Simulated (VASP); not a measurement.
# GaP in VASP: further runs, part 3 of 3

VASP 6.6.1. The steps go on from the part before.

**6. Electric field gradients, LDA (equal xx and yy strain of +3 %)**

Contents of INCAR:

```
PREC = Accurate
ENCUT = 520
EDIFF = 1E-8
ISMEAR = -1
SIGMA = 0.05
LREAL = F
LASPH = T
NELM = 100
ALGO = Normal
ISIF = 2
LWAVE = F
LCHARG = F
LEFG = T
NBANDS = 16
```

Contents of KPOINTS:

```
regular mesh
0
Gamma
  10 10 10
```

Contents of POSCAR:

```
GaP
1.0
    0.0000000000      2.8070075000      2.7252500000
    2.8070075000      0.0000000000      2.7252500000
    2.8070075000      2.8070075000      0.0000000000
Ga P
1 1
Direct
    0.0000000000      0.0000000000      0.0000000000
    0.7500000000      0.7500000000      0.7500000000
```

Potentials or basis: VASP PAW LDA potentials, release 64 (Ga_d, P).

On the command line:

```
$ cat potpaw_LDA.64/Ga_d/POTCAR potpaw_LDA.64/P/POTCAR > POTCAR
$ mpirun -np 1 vasp_std > vasp.out
```

OUTCAR:

```text
PREC = Accurate
   ENCUT = 520
   EDIFF = 1E-8
   ISMEAR = -1
   LREAL = F
   LASPH = T
   NELM = 100
   ISIF = 2

 ion  position               nearest neighbor table
   1  0.000  0.000  0.000-   2 2.41   2 2.41   2 2.41   2 2.41
   2  0.750  0.750  0.750-   1 2.41   1 2.41   1 2.41   1 2.41

  LATTYP: Found a body centered tetragonal cell.
 ALAT       =     3.9697080762
 C/A-ratio  =     1.3730228761

  Lattice vectors:

 A1 = (   0.0000000000,  -2.8070075000,  -2.7252500000)
 A2 = (   0.0000000000,   2.8070075000,  -2.7252500000)
 A3 = (   2.8070075000,   0.0000000000,   2.7252500000)

Analysis of symmetry for initial positions (statically):
=====================================================================
 Subroutine PRICEL returns:
 Original cell was already a primitive cell.

 Routine SETGRP: Setting up the symmetry group for a
 body centered tetragonal supercell.

 Subroutine GETGRP returns: Found  8 space group operations
 (whereof  8 operations were pure point group operations)
 out of a pool of 16 trial point group operations.

The static configuration has the point symmetry D_2d.

Analysis of symmetry for dynamics (positions and initial velocities):
=====================================================================
 Subroutine PRICEL returns:
 Original cell was already a primitive cell.

 Routine SETGRP: Setting up the symmetry group for a
 body centered tetragonal supercell.

 Subroutine GETGRP returns: Found  8 space group operations
 (whereof  8 operations were pure point group operations)
 out of a pool of 16 trial point group operations.

[... 159 lines left out ...]
      3     -10.6939      2.00000
      4     -10.6203      2.00000
      5     -10.6155      2.00000
      6      -8.1647      2.00000
[... 433 lines left out ...]
      3     -10.6607      2.00000
      4     -10.6415      2.00000
      5     -10.6006      2.00000
      6      -6.2752      2.00000
[... 8 lines left out ...]
     15      15.4646      0.00000
     16      17.1537      0.00000

 [... further k-points ...]

------------------------ aborting loop because EDIFF is reached ----------------------------------------

  FORCE on cell =-STRESS in cart. coord.  units (eV):
  Direction    XX          YY          ZZ          XY          YZ          ZX
  --------------------------------------------------------------------------------------
  -------------------------------------------------------------------------------------
  Total       -1.9754470     -1.9754470     -1.4021467      0.0000000      0.0000000      0.0000000
  in kB      -73.6974531    -73.6974531    -52.3094990      0.0000000      0.0000000      0.0000000
  external PRESSURE =     -66.5681350 kB  Pullay stress =       0.0000000 kB

 VOLUME and BASIS-vectors are now :
 -----------------------------------------------------------------------------
  energy-cutoff  :      520.00
  volume of cell :       42.95
      direct lattice vectors                 reciprocal lattice vectors
     0.000000000  2.807007500  2.725250000    -0.178125637  0.178125637  0.183469406
     2.807007500  0.000000000  2.725250000     0.178125637 -0.178125637  0.183469406
     2.807007500  2.807007500  0.000000000     0.178125637  0.178125637 -0.183469406

 POSITION                                       TOTAL-FORCE (eV/Angst)
 -----------------------------------------------------------------------------------
      0.00000      0.00000      0.00000         0.000000      0.000000      0.000000
      4.21051      4.21051      4.08788        -0.000000     -0.000000     -0.000000
 -----------------------------------------------------------------------------------
    total drift:                                0.000000      0.000000      0.000000

  FREE ENERGIE OF THE ION-ELECTRON SYSTEM (eV)
  ---------------------------------------------------
  free  energy   TOTEN  =       -10.3638723679 eV

  energy  without entropy=      -10.3638722772  energy(sigma->0) =      -10.36387232

 Electric field gradients (V/A^2)
---------------------------------------------------------------------
 ion       V_xx      V_yy      V_zz      V_xy      V_xz      V_yz
---------------------------------------------------------------------
   1      -2.596    -2.596     5.192    -0.002    -0.004    -0.004
   2       1.634     1.634    -3.268    -0.000    -0.000    -0.000
---------------------------------------------------------------------

 Electric field gradients after diagonalization (V/A^2)
 (convention: |V_zz| > |V_xx| > |V_yy|)
----------------------------------------------------------------------
 ion       V_xx      V_yy      V_zz     asymmetry (V_yy - V_xx)/ V_zz
----------------------------------------------------------------------
   1      -2.597    -2.594     5.192       0.001
   2       1.634     1.634    -3.268       0.000
----------------------------------------------------------------------

           NMR quadrupolar parameters

 Cq : quadrupolar parameter    Cq=e*Q*V_zz/h
 eta: asymmetry parameters     (V_yy - V_xx)/ V_zz
 Q  : nuclear electric quadrupole moment in mb (millibarn)
----------------------------------------------------------------------
 ion       Cq(MHz)       eta       Q (mb)
----------------------------------------------------------------------
   1       0.013       0.001       1.000
   2      -0.008       0.000       1.000
----------------------------------------------------------------------
```

stdout:

```text
POSCAR found type information on POSCAR GaP
 POSCAR found :  2 types and       2 ions
 scaLAPACK will be used
 LDA part: xc-table for (Slater(with rela. corr.)+CA(PZ))
 , standard interpolation
 POSCAR, INCAR and KPOINTS ok, starting setup
 FFT: planning ... GRIDC
 FFT: planning ... GRID_SOFT
 FFT: planning ... GRID
 WAVECAR not read
 entering main loop
ion   1

ion   2
```

Wall time 35 s (1 thread of Intel Xeon 6975P-C (Granite Rapids), shared host); peak memory 0.19 GiB.

What came out:

```yaml
Free_energy: -10.3639 eV
Pressure: -6.7 GPa
Band_gap_on_the_k_mesh: 1.05 eV, direct
```

Levels at points of the mesh, in eV from the valence-band top:
```csv
k point,band 7,band 8,band 9,band 10,band 11,band 12
"(0.00, 0.00, 0.00)",-0.15,-0.15,0.00,1.05,3.66,3.73
"(0.50, 0.00, 0.00)",-6.49,-1.26,-1.03,1.22,4.43,4.66
"(0.50, 0.50, 0.00)",-6.55,-2.74,-2.74,1.39,1.44,9.90
"(0.50, 0.00, 0.50)",-6.73,-2.55,-2.53,1.57,1.72,9.83
```

Electric field gradients, principal values (V/Å²):
| atom | least | middle | greatest (by size) |
| --- | --- | --- | --- |
| 1 Ga | -2.594 | -2.597 | 5.192 |
| 2 P | 1.634 | 1.634 | -3.268 |

Caveat: the cell differs from its parent crystal (equal xx and yy strain of +3 %); without QUAD_EFG the Cq values of the log hold for a quadrupole moment of 1 mb, not for the nuclei.

**7. The runs side by side**

| task | cell | k mesh for the DOS | occupations for the DOS | gap on the mesh (eV) | pressure (GPa) |
| --- | --- | --- | --- | --- | --- |
| density of states | a = 3.854 Å, angles 60.0°, 2 atoms | 15 × 15 × 15 | tetrahedron | - | - |
| electric field gradients | a = 3.797, b = 3.797, c = 3.854 Å, angles 59.5, 59.5, 61.0°, 2 atoms | - | - | 1.11 | -0.1 |
| electric field gradients | a = 3.816, b = 3.816, c = 3.854 Å, angles 59.7, 59.7, 60.7°, 2 atoms | - | - | 1.23 | -1.0 |
| electric field gradients | a = 3.893, b = 3.893, c = 3.931 Å, angles 59.7, 59.7, 60.7°, 2 atoms | - | - | 1.24 | -5.5 |
| electric field gradients | a = 3.912, b = 3.912, c = 3.970 Å, angles 59.5, 59.5, 61.0°, 2 atoms | - | - | 1.05 | -6.7 |

Alike in all rows: level LDA; potentials or basis VASP PAW LDA potentials, release 64 (Ga_d, P); no spin polarisation; k mesh 10 × 10 × 10; cutoff (eV) 520; smearing fermi-dirac 0.05 eV.

Total energies depend on the potentials used, so only differences within one code and one set of settings carry meaning.
